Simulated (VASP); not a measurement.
Wanted: the native input for a VASP 6.6.1 run.

| Item | Value |
| --- | --- |
| Task | single point |
| Functional | PBEsol |
| Dispersion | D3(BJ) |
| Potentials or basis | VASP PAW PBE potentials, release 64 (Al) |
| Cutoff | 520 eV |
| k mesh | 2 × 2 × 2 |
| Occupations | fermi-dirac, width 0.0861733 eV |
| Spin | no spin polarisation |
| Dipole correction | no |
| Further INCAR settings | ALGO = Normal; EDIFF = 1e-06; NBANDS = 8 |

The structure of Al lies in POSCAR:

```
Al
1.0
    0.0000000000      2.0194648466      2.0194648466
    2.0194648466      0.0000000000      2.0194648466
    2.0194648466      2.0194648466      0.0000000000
Al
1
Direct
    0.0000000000      0.0000000000      0.0000000000
```

These files were run (other wordings do the same):

INCAR

```
SYSTEM = Al
ALGO = Normal ; EDIFF = 1E-6
ENCUT = 520 ; GGA = PS
ISIF = 2 ; ISMEAR = -1
IVDW = 12 ; LASPH = .TRUE.
LCHARG = .FALSE. ; LREAL = .FALSE.
LWAVE = .FALSE. ; NBANDS = 8
NELM = 100 ; PREC = Accurate
SIGMA = 0.08617333262145177
```

KPOINTS

```
k-points
0
G
  2 2 2
  0 0 0
```

Potentials or basis: VASP PAW PBE potentials, release 64 (Al).

Command:

```console
$ cat potpaw_PBE.64/Al/POTCAR > POTCAR
$ mpirun -np 1 vasp_std > vasp.out
```

It gave:

```json
{
 "Pressure": "-9.7 GPa",
 "Dispersion energy per atom": "-0.318 eV"
}
```

Caveat: the k points lie up to 1.35 Å⁻¹ apart; the PAW data sets were made with another functional, which shifts forces and pressure a little; pairwise dispersion overbinds metals, which lowers pressure and volume.

Run time: 2.5 s on 1 thread of AMD EPYC 7R13 Processor (Zen 3), with other jobs on the host, peak memory 0.1 GiB.
